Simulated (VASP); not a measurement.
# CdS5 (F-43m) in VASP: single point with PBE

Aim: the single point of CdS5 with PBE.

Program: VASP 6.6.1. These are calculated values, not measurements. Logs are shortened: lines on timing, memory, paths and dates and some standing lists are left out, and cuts for length are marked.

**1. The cell of the first run**

It takes space group F-43m (No. 216, cubic). Conventional cell: a = 7.750 Å, b = 7.750 Å, c = 7.750 Å, α = 90.00°, β = 90.00°, γ = 90.00°. Within 4.3 Å of Cd (site symmetry -43m) lie 16 S at 3.26 to 3.36 Å. Within 4.2 Å of S (site symmetry -43m) lie 12 S at 3.18 Å and 4 Cd at 3.36 Å. S (site symmetry 3m) has 9 S at 2.37 to 3.18 Å and 3 Cd at 3.26 Å within 3.3 Å.

The cell was generated, and may not be a known phase.

**2. Single point, PBE**

The input, INCAR:

```
PREC = Accurate
ENCUT = 630
EDIFF = 1E-6
ISMEAR = 0
SIGMA = 0.1
LREAL = F
LASPH = T
NELM = 120
ALGO = Normal
ISIF = 2
LWAVE = F
LCHARG = F
GGA = PE
NBANDS = 34
GGA_COMPAT = F
```

The input, KPOINTS:

```
Automatic mesh
0
Gamma
  4 4 4
```

The input, POSCAR:

```
CdS5
1.0
    0.0000000000      3.8749375087      3.8749375087
    3.8749375087      0.0000000000      3.8749375087
    3.8749375087      3.8749375087      0.0000000000
Cd S
1 5
Direct
    0.0000000000      0.0000000000      0.0000000000
    0.2500000000      0.2500000000      0.2500000000
    0.1749624729      0.6083458424      0.6083458424
    0.6083458424      0.6083458424      0.6083458424
    0.6083458424      0.6083458424      0.1749624729
    0.6083458424      0.1749624729      0.6083458424
```

Potentials or basis: VASP PAW PBE potentials, release 64 (Cd_sv_GW, S).

The run is started by

```
$ cat potpaw_PBE.64/Cd_sv_GW/POTCAR potpaw_PBE.64/S/POTCAR > POTCAR
$ mpirun -np 1 vasp_std > vasp.out
```

OUTCAR:

```text
PREC = Accurate
   ENCUT = 630
   EDIFF = 1E-6
   ISMEAR = 0
   LREAL = F
   LASPH = T
   NELM = 120
   ISIF = 2
   GGA = PE

 ion  position               nearest neighbor table
   1  0.000  0.000  0.000-
   2  0.250  0.250  0.250-
   3  0.175  0.608  0.608-   4 2.37   5 2.37   6 2.37
   4  0.608  0.608  0.608-   3 2.37   5 2.37   6 2.37
   5  0.608  0.608  0.175-   3 2.37   4 2.37   6 2.37
   6  0.608  0.175  0.608-   3 2.37   4 2.37   5 2.37

  LATTYP: Found a face centered cubic cell.
 ALAT       =     7.7498750174

  Lattice vectors:

 A1 = (   0.0000000000,   3.8749375087,   3.8749375087)
 A2 = (   3.8749375087,   0.0000000000,   3.8749375087)
 A3 = (   3.8749375087,   3.8749375087,   0.0000000000)

Analysis of symmetry for initial positions (statically):
=====================================================================
 Subroutine PRICEL returns:
 Original cell was already a primitive cell.

 Routine SETGRP: Setting up the symmetry group for a
 face centered cubic supercell.

 Subroutine GETGRP returns: Found 24 space group operations
 (whereof 24 operations were pure point group operations)
 out of a pool of 48 trial point group operations.

The static configuration has the point symmetry T_d .

Analysis of symmetry for dynamics (positions and initial velocities):
=====================================================================
 Subroutine PRICEL returns:
 Original cell was already a primitive cell.

 Routine SETGRP: Setting up the symmetry group for a
 face centered cubic supercell.

 Subroutine GETGRP returns: Found 24 space group operations
 (whereof 24 operations were pure point group operations)
 out of a pool of 48 trial point group operations.

The dynamic configuration has the point symmetry T_d .

 Subroutine INISYM returns: Found 24 space group operations
 (whereof 24 operations are pure point group operations),
 and found     1 'primitive' translations

----------------------------------------------------------------------------------------

                                     Primitive cell

  volume of cell :     116.3655

  direct lattice vectors                    reciprocal lattice vectors
     0.000000000  3.874937509  3.874937509    -0.129034339  0.129034339  0.129034339
     3.874937509  0.000000000  3.874937509     0.129034339 -0.129034339  0.129034339
     3.874937509  3.874937509  0.000000000     0.129034339  0.129034339 -0.129034339

  length of vectors
     5.479989178  5.479989178  5.479989178     0.223494031  0.223494031  0.223494031

  position of ions in fractional coordinates (direct lattice)
     0.000000000  0.000000000  0.000000000
     0.250000000  0.250000000  0.250000000
     0.174962473  0.608345842  0.608345842
     0.608345842  0.608345842  0.608345842
     0.608345842  0.608345842  0.174962473
     0.608345842  0.174962473  0.608345842

  ion indices of the primitive-cell ions
   primitive index   ion index
                 1           1
                 2           2
                 3           3
                 4           4
                 5           5
                 6           6

----------------------------------------------------------------------------------------

 KPOINTS: Automatic mesh

Automatic generation of k-mesh.
 Grid dimensions read from file:
 generate k-points for:    4    4    4

 Generating k-lattice:

  Cartesian coordinates                     Fractional coordinates (reciprocal lattice)
    -0.032258585  0.032258585  0.032258585     0.250000000  0.000000000  0.000000000
     0.032258585 -0.032258585  0.032258585     0.000000000  0.250000000  0.000000000
     0.032258585  0.032258585 -0.032258585     0.000000000  0.000000000  0.250000000

  Length of vectors
     0.055873508  0.055873508  0.055873508

  Shift w.r.t. Gamma in fractional coordinates (k-lattice)
     0.000000000  0.000000000  0.000000000

 Subroutine IBZKPT returns following result:
 ===========================================

 Found      8 irreducible k-points:

 Following reciprocal coordinates:
            Coordinates               Weight
  0.000000  0.000000  0.000000      1.000000
  0.250000  0.000000  0.000000      8.000000
  0.500000  0.000000  0.000000      4.000000
  0.250000  0.250000  0.000000      6.000000
  0.500000  0.250000  0.000000     24.000000
 -0.250000  0.250000  0.000000     12.000000
  0.500000  0.500000  0.000000      3.000000
 -0.250000  0.500000  0.250000      6.000000
   k-points           NKPTS =      8   k-points in BZ     NKDIM =      8   number of bands    NBANDS=     34
   number of dos      NEDOS =    301   number of ions     NIONS =      6
   total plane-waves  NPLWV = 110592
   dimension x,y,z NGX =    48 NGY =   48 NGZ =   48
   dimension x,y,z NGXF=    96 NGYF=   96 NGZF=   96
   ions per type =               1   5
   NGX,Y,Z   is equivalent  to a cutoff of  14.56, 14.56, 14.56 a.u.
   NGXF,Y,Z  is equivalent  to a cutoff of  29.12, 29.12, 29.12 a.u.
 SYSTEM =  unknown system
   PREC   = accura    normal or accurate (medium, high low for compatibility)
   ISTART =      0    job   : 0-new  1-cont  2-samecut
   ICHARG =      2    charge: 1-file 2-atom 10-const
   ISPIN  =      1    spin polarized calculation?
   LNONCOLLINEAR =      F non collinear calculations
   LSORBIT =      F    spin-orbit coupling
   LASPH  =      T    aspherical Exc in radial PAW
   ENCUT  =  630.0 eV  46.30 Ry    6.80 a.u.  11.22 11.22 11.22*2*pi/ulx,y,z
   NELM   =    120;   NELMIN=  2; NELMDL= -5     # of ELM steps
   EDIFF  = 0.1E-05   stopping-criterion for ELM
   LREAL  =      F    real-space projection
   EDIFFG = 0.1E-04   stopping-criterion for IOM
   NSW    =      0    number of steps for IOM
   IBRION =     -1    ionic relax: 0-MD 1-quasi-New 2-CG
   NFREE  =      0    steps in history (QN), initial steepest desc. (CG)
   ISIF   =      2    stress and relaxation
   ISYM   =      2    0-nonsym 1-usesym 2-fastsym
   POTIM  = 0.5000    time-step for ionic-motion
   TEBEG  =    0.0;   TEEND  =   0.0 temperature during run
   PSTRESS=    0.0 pullay stress
   NELECT =      50.0000    total number of electrons
   NUPDOWN=      -1.0000    fix difference up-down
   EMIN   =  10.00;   EMAX   =-10.00  energy-range for DOS
   EFERMI =   0.00;   METHOD = LEGACY
   ISMEAR =     0;   SIGMA  =   0.10  broadening in eV -4-tet -1-fermi 0-gaus
   EFERMI_NEDOS =   21; number of points for ismear=-14 and -15
   IALGO  =     38    algorithm
   IMIX   =      4    mixing-type and parameters
     AMIX     =   0.40;   BMIX     =  1.00
     AMIX_MAG =   1.60;   BMIX_MAG =  1.00
  volume/ion in A,a.u.               =      19.39       130.88
  Fermi-wavevector in a.u.,A,eV,Ry     =   1.235350  2.334474 20.763721  1.526090
  Thomas-Fermi vector in A             =   2.370003
   LORBIT       =      0    0 simple, 1 ext, 2 COOP (PROOUT), +10 PAW based schemes
   GGA     = PE    functional components
   LHFCALC =     F    Hartree Fock is set to
   AEXX    =    0.0000 exact exchange contribution
   IVDW    =     0    specifies the selected vdW correction
   LEPSILON=     F    determine dielectric tensor
   LRPA    =     F    only Hartree local field effects (RPA)
 non-spin polarized calculation
 Gauss-broadening in eV      SIGMA  =   0.10
  energy-cutoff  :      630.00
  volume of cell :      116.37
 maximum number of plane-waves:      4279
 NGX is ok and might be reduce to    48
   NGX = 23   NGY = 23   NGZ = 23

 number of electron      50.0000007 magnetization

 Free energy of the ion-electron system (eV)
  ---------------------------------------------------
  ext. energy  EPLUGINS =         0.00000000
  ---------------------------------------------------
  free energy    TOTEN  =       -15.58903831 eV

  energy without entropy =      -15.55600017  energy(sigma->0) =      -15.57251924

 E-fermi :   5.7177     XC(G=0): -10.3562

 val. band max:        5.6986454205   @ k =   0.2500   0.2500   0.0000
 cond. band min:       5.7514746421   @ k =   0.5000   0.2500   0.0000
 fundamental gap:      0.0528292216
 Fermi energy:         5.7176699266

 k-point     1 :       0.0000    0.0000    0.0000
  band No.  band energies     occupation
      1     -96.5964      2.00000
      2     -57.6560      2.00000
      3     -57.6560      2.00000
      4     -57.6560      2.00000
      5     -11.4849      2.00000
      6      -6.4363      2.00000
[... 26 lines left out ...]
     33      10.7380      0.00000
     34      11.8448      0.00000

 k-point     2 :       0.2500    0.0000    0.0000
  band No.  band energies     occupation
      1     -96.5964      2.00000
      2     -57.6559      2.00000
      3     -57.6559      2.00000
      4     -57.6559      2.00000
      5     -11.3447      2.00000
      6      -7.0892      2.00000
[... 26 lines left out ...]
     33      10.8716      0.00000
     34      12.7704      0.00000

 k-point     3 :       0.5000    0.0000    0.0000
  band No.  band energies     occupation
      1     -96.5964      2.00000
      2     -57.6559      2.00000
      3     -57.6559      2.00000
      4     -57.6559      2.00000
      5     -11.1815      2.00000
      6      -7.6225      2.00000
[... 26 lines left out ...]
     33      11.2675      0.00000
     34      13.2422      0.00000

 k-point     4 :       0.2500    0.2500    0.0000
  band No.  band energies     occupation
      1     -96.5964      2.00000
      2     -57.6559      2.00000
      3     -57.6559      2.00000
      4     -57.6559      2.00000
      5     -11.2977      2.00000
      6      -7.1817      2.00000
[... 26 lines left out ...]
     33      10.5407      0.00000
     34      13.4780      0.00000

 k-point     5 :       0.5000    0.2500    0.0000
  band No.  band energies     occupation
      1     -96.5964      2.00000
      2     -57.6560      2.00000
      3     -57.6559      2.00000
      4     -57.6559      2.00000
      5     -11.1324      2.00000
      6      -7.5847      2.00000
[... 26 lines left out ...]
     33      11.2132      0.00000
     34      13.2677      0.00000

 k-point     6 :      -0.2500    0.2500    0.0000
  band No.  band energies     occupation
      1     -96.5964      2.00000
      2     -57.6559      2.00000
      3     -57.6559      2.00000
      4     -57.6559      2.00000
      5     -11.1877      2.00000
      6      -7.4320      2.00000
[... 26 lines left out ...]
     33      11.5235      0.00000
     34      13.5803      0.00000

 k-point     7 :       0.5000    0.5000    0.0000
  band No.  band energies     occupation
      1     -96.5964      2.00000
      2     -57.6560      2.00000
      3     -57.6559      2.00000
      4     -57.6559      2.00000
      5     -11.0782      2.00000
      6      -7.7521      2.00000
[... 26 lines left out ...]
     33      10.7337      0.00000
     34      13.5729      0.00000

 k-point     8 :      -0.2500    0.5000    0.2500
  band No.  band energies     occupation
      1     -96.5964      2.00000
      2     -57.6559      2.00000
      3     -57.6559      2.00000
      4     -57.6559      2.00000
      5     -11.0751      2.00000
      6      -7.6335      2.00000
[... 26 lines left out ...]
     33      11.9809      0.00000
     34      13.5786      0.00000

------------------------ aborting loop because EDIFF is reached ----------------------------------------

  FORCE on cell =-STRESS in cart. coord.  units (eV):
  Direction    XX          YY          ZZ          XY          YZ          ZX
  --------------------------------------------------------------------------------------
  -------------------------------------------------------------------------------------
  Total       -0.1444158     -0.1444158     -0.1444158     -0.0000000     -0.0000000      0.0000000
  in kB       -1.9883887     -1.9883887     -1.9883887     -0.0000000     -0.0000000      0.0000000
  external PRESSURE =      -1.9883887 kB  Pullay stress =       0.0000000 kB

 VOLUME and BASIS-vectors are now :
 -----------------------------------------------------------------------------
  energy-cutoff  :      630.00
  volume of cell :      116.37
      direct lattice vectors                 reciprocal lattice vectors
     0.000000000  3.874937509  3.874937509    -0.129034339  0.129034339  0.129034339
     3.874937509  0.000000000  3.874937509     0.129034339 -0.129034339  0.129034339
     3.874937509  3.874937509  0.000000000     0.129034339  0.129034339 -0.129034339

 POSITION                                       TOTAL-FORCE (eV/Angst)
 -----------------------------------------------------------------------------------
      0.00000      0.00000      0.00000         0.000000     -0.000000      0.000000
      1.93747      1.93747      1.93747         0.000000     -0.000000      0.000000
      4.71460      3.03527      3.03527        -0.039167      0.039167      0.039167
      4.71460      4.71460      4.71460        -0.039167     -0.039167     -0.039167
      3.03527      3.03527      4.71460         0.039167      0.039167     -0.039167
      3.03527      4.71460      3.03527         0.039167     -0.039167      0.039167
 -----------------------------------------------------------------------------------
    total drift:                               -0.000000     -0.000000     -0.000000

  FREE ENERGIE OF THE ION-ELECTRON SYSTEM (eV)
  ---------------------------------------------------
  free  energy   TOTEN  =       -15.5890383098 eV

  energy  without entropy=      -15.5560001716  energy(sigma->0) =      -15.57251924
```

It took 64 s on 1 thread of Intel Xeon Platinum 8375C at 2.90GHz (Ice Lake), shared host; peak memory 0.33 GiB.

What came out:

```
Free energy            : -15.5890 eV
Pressure               : -0.2 GPa
Largest force          : 0.068 eV/Å
Band gap on the k mesh : zero (bands 25 and 26 overlap by 1.17 eV)
```

Forces on the atoms (eV/Å):
```
Cd   0.000  0.000  0.000
S    0.000  0.000  0.000
S   -0.039  0.039  0.039
S   -0.039 -0.039 -0.039
S    0.039  0.039 -0.039
S    0.039 -0.039  0.039
```

Levels at points of the mesh, in eV from the Fermi level:
| k point | band 20 | band 21 | band 22 | band 23 | band 24 | band 25 | band 26 | band 27 | band 28 | band 29 |
| --- | --- | --- | --- | --- | --- | --- | --- | --- | --- | --- |
| (0.00, 0.00, 0.00) | -4.02 | -1.45 | -1.45 | -1.45 | -0.65 | 1.02 | 1.02 | 1.02 | 1.94 | 1.94 |
| (0.50, 0.00, 0.00) | -3.77 | -2.64 | -1.92 | -1.92 | -1.00 | 0.15 | 0.15 | 0.88 | 1.06 | 2.22 |
| (0.50, 0.50, 0.00) | -3.18 | -2.23 | -2.23 | -1.09 | -1.00 | -0.95 | 0.20 | 0.20 | 0.92 | 1.84 |

The gap in the log of VASP goes by the Fermi energy; the results here count the filled bands.